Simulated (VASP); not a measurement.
A run of VASP 6.6.1 is set up as follows.

INCAR

```
PREC = Accurate
ENCUT = 600
EDIFF = 1E-7
ISMEAR = -1
SIGMA = 0.1
LREAL = False
LASPH = True
NELM = 100
ALGO = Normal
ISIF = 3
LWAVE = False
LCHARG = False
GGA = PS
IBRION = 2
NSW = 80
EDIFFG = -0.01
```

KPOINTS

```
Automatic mesh
0
Gamma
  8 8 8
```

File POSCAR:

```
Bi
1.0
    0.0000000000      3.5033007048      3.5033007048
    3.5033007048      0.0000000000      3.5033007048
    3.5033007048      3.5033007048      0.0000000000
Bi
2
Direct
    0.1250000000      0.1250000000      0.1250000000
    0.8750000000      0.8750000000      0.8750000000
```

Potentials or basis: VASP PAW PBE potentials, release 64 (Bi_d).

The run is started by

```console
$ cat potpaw_PBE.64/Bi_d/POTCAR > POTCAR
$ mpirun -np 1 vasp_std > vasp.out
```

Q: Predict the relaxed cell.

A: a = 5.069 Å, b = 5.069 Å, c = 5.069 Å, α = 60.00°, β = 60.00°, γ = 60.00°.

Q: What does it give for the space group after relaxing (to 0.1 Å)?

A: Fd-3m (No. 227).

Q: Predict the band gap on the k mesh.

A: Zero (bands 15 and 16 overlap by 1.10 eV).

Step by step:
| step | energy change (eV) | largest force (eV/Å) | pressure (GPa) | volume (Å³) |
| --- | --- | --- | --- | --- |
| 1 | 0.0000 | 0.0000 | 2.63 | 85.99 |
| 2 | -0.0378 | 0.0000 | -0.97 | 95.07 |
| 3 | -0.0471 | 0.0000 | 0.00 | 92.09 |

Caveat: the PAW data sets were made with another functional, which shifts forces and pressure a little; spin-orbit coupling is left out, which moves the levels of the heavy elements.
